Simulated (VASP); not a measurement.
Here is a VASP 6.6.1 calculation.

Contents of INCAR:

```
SYSTEM = MgO
PREC = Accurate ; ENCUT = 520
EDIFF = 1E-6 ; ISMEAR = 0
SIGMA = 0.02 ; LREAL = .FALSE.
LASPH = .TRUE. ; NELM = 80
ALGO = Normal ; ISIF = 2
LWAVE = .FALSE. ; LCHARG = .TRUE.
GGA = CA ; LELF = .TRUE.
LVHAR = .TRUE. ; NBANDS = 11
```

Contents of KPOINTS:

```
regular mesh
0
G
  12 12 8
  0 0 0
```

POSCAR

```
MgO
1.0
    2.9380210000     -0.0293802100      0.0000000000
   -1.4944540100      2.5590911000      0.0000000000
    0.0000000000      0.0000000000      2.6796800000
Mg O
1 1
Direct
    0.0000000000      0.0000000000      0.0000000000
    0.3333333333      0.6666666667      0.5000000000
```

Potentials or basis: VASP PAW LDA potentials, release 64 (Mg, O).

The run is started by

```bash
$ cat potpaw_LDA.64/Mg/POTCAR potpaw_LDA.64/O/POTCAR > POTCAR
$ mpirun -np 1 vasp_std > vasp.out
```

What does it give for the largest force?

0.013 eV/Å.

Predict the band gap on the k mesh.

2.94 eV, indirect (least direct gap 3.35 eV).

Predict the pressure.

-10.9 GPa.

Stress tensor (GPa, compression positive):
```
-10.45   2.31   0.00
  2.31 -10.34   0.00
  0.00   0.00 -12.00
```

A k mesh can miss the band edges.
